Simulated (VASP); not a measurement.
**GaAs: single point with PBE**

Crystal: GaAs.

```
Ga As
1.0
     0.00000    2.74809    2.74809
     2.74809    0.00000    2.74809
     2.74809    2.74809    0.00000
Ga As
1 1
Direct
  0.00000 0.00000 0.00000
  0.25000 0.25000 0.25000
```

This cell differs from its parent crystal: strain -3.0%.

- Program: VASP 6.6.1
- Task: single point
- Functional: PBE
- Potentials or basis: VASP PAW PBE potentials, release 64 (Ga_d, As)
- Cutoff: 520 eV
- k mesh: 4 × 4 × 4
- Occupations: gaussian, width 0.01 eV
- Spin: no spin polarisation

```
Pressure               : 11.7 GPa
Band gap on the k mesh : 1.17 eV, direct
```

Levels at points of the mesh, in eV from the valence-band top:
```
           k point  band 6  band 7  band 8  band 9  band 10  band 11  band 12  band 13
(0.00, 0.00, 0.00)  -13.38    0.00    0.00    0.00     1.17     3.71     3.71     3.71
(0.50, 0.00, 0.00)  -11.33   -7.16   -1.28   -1.28     1.23     4.62     4.62     7.80
(0.50, 0.50, 0.00)  -10.47   -7.26   -3.01   -3.01     1.26     1.57    10.84    10.84
```

It took 7.5 s on 1 thread of Intel(R) Xeon(R) 6975P-C (Granite Rapids) (shared host), peak memory 0.16 GiB.

Caveat: the k points lie up to 0.50 Å⁻¹ apart; the cell differs from its parent crystal (strain -3.0%). A k mesh can miss the band edges.
